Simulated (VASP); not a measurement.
# BaTe (P-6m2) in VASP: notebook

Runs on BaTe. Level: PBE. Tasks: relaxation of cell and atoms, relaxation of shape and atoms at fixed volume.

Everything below comes from runs of VASP 6.6.1. Logs are shortened: lines on timing, memory, paths and dates and some standing lists are left out, and cuts for length are marked.

### 1 The cell of the first run

The structure is hexagonal, space group P-6m2 (No. 187). Conventional cell: a = 4.786 Å, b = 4.786 Å, c = 4.409 Å, α = 90.00°, β = 90.00°, γ = 120.00°. Within 4.6 Å of Ba (site symmetry -6m2) lie 6 Te at 3.53 Å and 2 Ba at 4.41 Å. Te (site symmetry -6m2) has 6 Ba at 3.53 Å and 2 Te at 4.41 Å within 4.6 Å.

### 2 Relaxation of cell and atoms, PBE

Input file INCAR:

```
  ALGO = Normal
  EDIFF = 1E-7
  EDIFFG = -0.01
  ENCUT = 600
  GGA = PE
  IBRION = 2
  ISIF = 3
  ISMEAR = 0
  LASPH = T
  LCHARG = F
  LREAL = F
  LWAVE = F
  NELM = 80
  NSW = 100
  PREC = Accurate
  SIGMA = 0.02
```

Input file KPOINTS:

```
k-points
0
Gamma
  9 9 6
```

Input file POSCAR:

```
BaTe
1.0
    4.7855588675      0.0000000000      0.0000000000
   -2.3927794338      4.1444155506      0.0000000000
    0.0000000000      0.0000000000      4.4091871753
Ba Te
1 1
Direct
    0.3333333333      0.6666666667      0.5000000000
    0.0000000000      0.0000000000      0.0000000000
```

Potentials or basis: VASP PAW PBE potentials, release 64 (Ba_sv, Te).

Run with:

```bash
> cat potpaw_PBE.64/Ba_sv/POTCAR potpaw_PBE.64/Te/POTCAR > POTCAR
> mpirun -np 1 vasp_std > vasp.out
```

OUTCAR:

```text
EDIFF = 1E-7
   EDIFFG = -0.01
   ENCUT = 600
   GGA = PE
   IBRION = 2
   ISIF = 3
   ISMEAR = 0
   LASPH = T
   LREAL = F
   NELM = 80
   NSW = 100
   PREC = Accurate

 ion  position               nearest neighbor table
   1  0.333  0.667  0.500-   2 3.53   2 3.53   2 3.53   2 3.53   2 3.53   2 3.53
   2  0.000  0.000  0.000-   1 3.53   1 3.53   1 3.53   1 3.53   1 3.53   1 3.53

  LATTYP: Found a hexagonal cell.
 ALAT       =     4.7855588675
 C/A-ratio  =     0.9213526147

  Lattice vectors:

 A1 = (   4.7855588675,   0.0000000000,   0.0000000000)
 A2 = (  -2.3927794338,   4.1444155506,   0.0000000000)
 A3 = (   0.0000000000,   0.0000000000,   4.4091871753)

Analysis of symmetry for initial positions (statically):
=====================================================================
 Subroutine PRICEL returns:
 Original cell was already a primitive cell.

 Routine SETGRP: Setting up the symmetry group for a
 hexagonal supercell.

 Subroutine GETGRP returns: Found 12 space group operations
 (whereof 12 operations were pure point group operations)
 out of a pool of 24 trial point group operations.

The static configuration has the point symmetry D_3h.

Analysis of symmetry for dynamics (positions and initial velocities):
=====================================================================
 Subroutine PRICEL returns:
 Original cell was already a primitive cell.

 Routine SETGRP: Setting up the symmetry group for a
 hexagonal supercell.

 Subroutine GETGRP returns: Found 12 space group operations
 (whereof 12 operations were pure point group operations)
 out of a pool of 24 trial point group operations.

The dynamic configuration has the point symmetry D_3h.

 Subroutine INISYM returns: Found 12 space group operations
 (whereof 12 operations are pure point group operations),
 and found     1 'primitive' translations

----------------------------------------------------------------------------------------

                                     Primitive cell

  volume of cell :      87.4489

  direct lattice vectors                    reciprocal lattice vectors
     4.785558867  0.000000000  0.000000000     0.208962010  0.120644273  0.000000000
    -2.392779434  4.144415551  0.000000000     0.000000000  0.241288545  0.000000000
     0.000000000  0.000000000  4.409187175     0.000000000  0.000000000  0.226799172

  length of vectors
     4.785558867  4.785558868  4.409187175     0.241288545  0.241288545  0.226799172

  position of ions in fractional coordinates (direct lattice)
     0.333333333  0.666666667  0.500000000
     0.000000000  0.000000000  0.000000000

  ion indices of the primitive-cell ions
   primitive index   ion index
                 1           1
                 2           2

----------------------------------------------------------------------------------------

 KPOINTS: k-points

Automatic generation of k-mesh.
 Grid dimensions read from file:
 generate k-points for:    9    9    6

 Generating k-lattice:

  Cartesian coordinates                     Fractional coordinates (reciprocal lattice)
     0.023218001  0.013404919  0.000000000     0.111111111  0.000000000  0.000000000
     0.000000000  0.026809838  0.000000000     0.000000000  0.111111111  0.000000000
     0.000000000  0.000000000  0.037799862     0.000000000  0.000000000  0.166666667

  Length of vectors
     0.026809838  0.026809838  0.037799862

  Shift w.r.t. Gamma in fractional coordinates (k-lattice)
     0.000000000  0.000000000  0.000000000

 Subroutine IBZKPT returns following result:
 ===========================================

 Found     48 irreducible k-points:

 Following reciprocal coordinates:
            Coordinates               Weight
  0.000000  0.000000  0.000000      1.000000
  0.111111  0.000000  0.000000      6.000000
  0.222222  0.000000  0.000000      6.000000
  0.333333  0.000000  0.000000      6.000000
  0.444444  0.000000  0.000000      6.000000
  0.111111  0.111111  0.000000      6.000000
[... 16 lines left out ...]
  0.333333  0.222222  0.166667     24.000000
  0.333333  0.333333  0.166667      4.000000
 [... further k-points ...]
   k-points           NKPTS =     48   k-points in BZ     NKDIM =     48   number of bands    NBANDS=     12
   number of dos      NEDOS =    301   number of ions     NIONS =      2
   total plane-waves  NPLWV =  57600
   dimension x,y,z NGX =    40 NGY =   40 NGZ =   36
   dimension x,y,z NGXF=    80 NGYF=   80 NGZF=   72
   ions per type =               1   1
   NGX,Y,Z   is equivalent  to a cutoff of  13.90, 13.90, 13.57 a.u.
   NGXF,Y,Z  is equivalent  to a cutoff of  27.79, 27.79, 27.15 a.u.
 SYSTEM =  unknown system
   PREC   = accura    normal or accurate (medium, high low for compatibility)
   ISTART =      0    job   : 0-new  1-cont  2-samecut
   ICHARG =      2    charge: 1-file 2-atom 10-const
   ISPIN  =      1    spin polarized calculation?
   LNONCOLLINEAR =      F non collinear calculations
   LSORBIT =      F    spin-orbit coupling
   LASPH  =      T    aspherical Exc in radial PAW
   ENCUT  =  600.0 eV  44.10 Ry    6.64 a.u.   9.56  9.56  8.81*2*pi/ulx,y,z
   NELM   =     80;   NELMIN=  2; NELMDL= -5     # of ELM steps
   EDIFF  = 0.1E-06   stopping-criterion for ELM
   LREAL  =      F    real-space projection
   EDIFFG = -.1E-01   stopping-criterion for IOM
   NSW    =    100    number of steps for IOM
   IBRION =      2    ionic relax: 0-MD 1-quasi-New 2-CG
   NFREE  =      1    steps in history (QN), initial steepest desc. (CG)
   ISIF   =      3    stress and relaxation
   ISYM   =      2    0-nonsym 1-usesym 2-fastsym
   POTIM  = 0.5000    time-step for ionic-motion
   TEBEG  =    0.0;   TEEND  =   0.0 temperature during run
   PSTRESS=    0.0 pullay stress
   NELECT =      16.0000    total number of electrons
   NUPDOWN=      -1.0000    fix difference up-down
   EMIN   =  10.00;   EMAX   =-10.00  energy-range for DOS
   EFERMI =   0.00;   METHOD = LEGACY
   ISMEAR =     0;   SIGMA  =   0.02  broadening in eV -4-tet -1-fermi 0-gaus
   EFERMI_NEDOS =   21; number of points for ismear=-14 and -15
   IALGO  =     38    algorithm
   IMIX   =      4    mixing-type and parameters
     AMIX     =   0.40;   BMIX     =  1.00
     AMIX_MAG =   1.60;   BMIX_MAG =  1.00
  volume/ion in A,a.u.               =      43.72       295.07
  Fermi-wavevector in a.u.,A,eV,Ry     =   0.929387  1.756287 11.752175  0.863760
  Thomas-Fermi vector in A             =   2.055664
   LORBIT       =      0    0 simple, 1 ext, 2 COOP (PROOUT), +10 PAW based schemes
   GGA     = PE    functional components
   LHFCALC =     F    Hartree Fock is set to
   AEXX    =    0.0000 exact exchange contribution
   IVDW    =     0    specifies the selected vdW correction
   LEPSILON=     F    determine dielectric tensor
   LRPA    =     F    only Hartree local field effects (RPA)
 conjugate gradient relaxation of ions
 non-spin polarized calculation
 Gauss-broadening in eV      SIGMA  =   0.02
  energy-cutoff  :      600.00
  volume of cell :       87.45
 maximum number of plane-waves:      2958
 NGX is ok and might be reduce to    40
   NGX = 19   NGY = 19   NGZ = 17

--------------------------------------- Ionic step        1  -------------------------------------------

 number of electron      16.0000000 magnetization

 Free energy of the ion-electron system (eV)
  ---------------------------------------------------
  ext. energy  EPLUGINS =         0.00000000
  ---------------------------------------------------
  free energy    TOTEN  =        -8.38895111 eV

  energy without entropy =       -8.38895111  energy(sigma->0) =       -8.38895111

------------------------ aborting loop because EDIFF is reached ----------------------------------------

  FORCE on cell =-STRESS in cart. coord.  units (eV):
  Direction    XX          YY          ZZ          XY          YZ          ZX
  --------------------------------------------------------------------------------------
  -------------------------------------------------------------------------------------
  Total        0.3318849      0.3318849      0.2919689     -0.0000000      0.0000000      0.0000000
  in kB        6.0805600      6.0805600      5.3492479     -0.0000000      0.0000000      0.0000000
  external PRESSURE =       5.8367893 kB  Pullay stress =       0.0000000 kB
[... 129 lines left out ...]
  energy  without entropy=       -8.3923535069  energy(sigma->0) =       -8.39235351

--------------------------------------- Ionic step        5  -------------------------------------------

 number of electron      16.0000001 magnetization

 Free energy of the ion-electron system (eV)
  ---------------------------------------------------
  ext. energy  EPLUGINS =         0.00000000
  ---------------------------------------------------
  free energy    TOTEN  =        -8.39235257 eV

  energy without entropy =       -8.39235257  energy(sigma->0) =       -8.39235257

 E-fermi :   2.5164     XC(G=0):  -8.0429

 val. band max:        2.3531144012   @ k =   0.0000   0.0000   0.0000
 cond. band min:       3.8435715365   @ k =   0.0000   0.0000   0.0000
 fundamental gap:      1.4904571353
 Fermi energy:         2.5164365385

 k-point     1 :       0.0000    0.0000    0.0000
  band No.  band energies     occupation
      1     -25.1709      2.00000
      2     -10.3258      2.00000
      3     -10.3258      2.00000
      4     -10.2281      2.00000
      5      -7.3594      2.00000
      6       1.6468      2.00000
      7       1.6468      2.00000
      8       2.3531      2.00000
      9       3.8436      0.00000
     10       4.7209      0.00000
     11       6.8551      0.00000
     12       6.8551      0.00000
[... 331 lines left out ...]
 k-point    24 :       0.3333    0.3333    0.1667
  band No.  band energies     occupation
      1     -25.1541      2.00000
      2     -10.5711      2.00000
      3     -10.4470      2.00000
      4     -10.2646      2.00000
      5      -6.8304      2.00000
      6       0.7392      2.00000
      7       0.8823      2.00000
      8       1.4072      2.00000
      9       5.1152      0.00000
     10       6.0087      0.00000
     11       6.5312      0.00000
     12       6.6941      0.00000

 [... further k-points ...]
[... 5 lines left out ...]
  --------------------------------------------------------------------------------------
  -------------------------------------------------------------------------------------
  Total        0.0007964      0.0007964      0.0014255     -0.0000000     -0.0000000      0.0000000
  in kB        0.0142847      0.0142847      0.0255687     -0.0000000     -0.0000000      0.0000000
  external PRESSURE =       0.0180461 kB  Pullay stress =       0.0000000 kB
[... 17 lines left out ...]
  FREE ENERGIE OF THE ION-ELECTRON SYSTEM (eV)
  ---------------------------------------------------
  free  energy   TOTEN  =        -8.3923525731 eV

  energy  without entropy=       -8.3923525731  energy(sigma->0) =       -8.39235257

 reached required accuracy - stopping structural energy minimisation
```

Wall time 2.5 min (1 thread of Intel Xeon Platinum 8488C (Sapphire Rapids), shared host); peak memory 0.29 GiB.

What came out:

```
Free energy                            : -8.3924 eV
Relaxed volume                         : 44.66 Å³/atom
Relaxed cell                           : a = 4.827 Å, b = 4.827 Å, c = 4.426 Å, α = 90.00°, β = 90.00°, γ = 120.00°
Space group after relaxing (to 0.05 Å) : P-6m2 (No. 187)
Energy gained by relaxing              : 1.7 meV/atom
Ionic steps                            : 5
Pressure after relaxing                : 0.0 GPa
Band gap on the k mesh                 : 1.49 eV, direct
```

The path:
```
step  energy change (eV)  largest force (eV/Å)  pressure (GPa)  volume (Å³)
   1              0.0000                0.0000            0.58        87.45
   2             -0.0032                0.0000           -0.07        89.48
   3             -0.0033                0.0000            0.00        89.28
   4             -0.0034                0.0000            0.00        89.31
   5             -0.0034                0.0000            0.00        89.33
```

Final structure:
```
Ba Te
1.0
     4.82737    0.00000    0.00000
    -2.41369    4.18063    0.00000
     0.00000    0.00000    4.42615
Ba Te
1 1
Direct
  0.33333 0.66667 0.50000
  0.00000 0.00000 0.00000
```

Levels at points of the mesh, in eV from the valence-band top:
```csv
k point,band 5,band 6,band 7,band 8,band 9,band 10,band 11,band 12
"(0.00, 0.00, 0.00)",-9.71,-0.71,-0.71,0.00,1.49,2.37,4.50,4.50
"(0.00, 0.00, 0.50)",-9.02,-2.58,-0.48,-0.48,2.94,2.94,3.78,3.78
```

Caveat: spin-orbit coupling is left out, which moves the levels of the heavy elements.

### 3 Relaxation of shape and atoms at fixed volume, PBE (volume scaled by 1.03)

Input file INCAR:

```
SYSTEM = BaTe
PREC = Accurate
ENCUT = 600
EDIFF = 1E-6
ISMEAR = 0
SIGMA = 0.02
LREAL = .FALSE.
LASPH = .TRUE.
NELM = 80
ALGO = Normal
ISIF = 4
LWAVE = .FALSE.
LCHARG = .FALSE.
GGA = PE
IBRION = 2
NSW = 50
EDIFFG = -0.01
```

Input file KPOINTS:

```
Automatic mesh
0
G
  9 9 6
  0 0 0
```

Input file POSCAR:

```
BaTe
1.0
    4.8543851852      0.0000000000      0.0000000000
   -2.4271925926      4.2040208901      0.0000000000
    0.0000000000      0.0000000000      4.4527469876
Ba Te
1 1
Direct
    0.3333333333      0.6666666667      0.5000000000
    0.0000000000      0.0000000000      0.0000000000
```

Potentials or basis: VASP PAW PBE potentials, release 64 (Ba_sv, Te).

Run with:

```bash
> cat potpaw_PBE.64/Ba_sv/POTCAR potpaw_PBE.64/Te/POTCAR > POTCAR
> mpirun -np 1 vasp_std > vasp.out
```

Wall time 47 s (1 thread of Intel Xeon Platinum 8488C (Sapphire Rapids), shared host); peak memory 0.28 GiB.

The run converged. Its results:

```
Free energy               : -8.3903 eV
Energy gained by relaxing : 0.0 meV/atom
Ionic steps               : 2
Pressure after relaxing   : -0.4 GPa
Band gap on the k mesh    : 1.52 eV, direct
```

Final structure:
```
Ba Te
1.0
     4.85772    0.00000    0.00000
    -2.42886    4.20691    0.00000
     0.00000    0.00000    4.44664
Ba Te
1 1
Direct
  0.33333 0.66667 0.50000
  0.00000 0.00000 0.00000
```

Levels at points of the mesh, in eV from the valence-band top:
```
           k point  band 6  band 7  band 8  band 9  band 10  band 11
(0.00, 0.00, 0.00)   -0.69   -0.69    0.00    1.52     2.32     4.46
(0.00, 0.00, 0.50)   -2.53   -0.47   -0.47    2.94     2.94     3.76
```

Caveat: the cell differs from its parent crystal (volume scaled by 1.03); spin-orbit coupling is left out, which moves the levels of the heavy elements. A k mesh can miss the band edges.
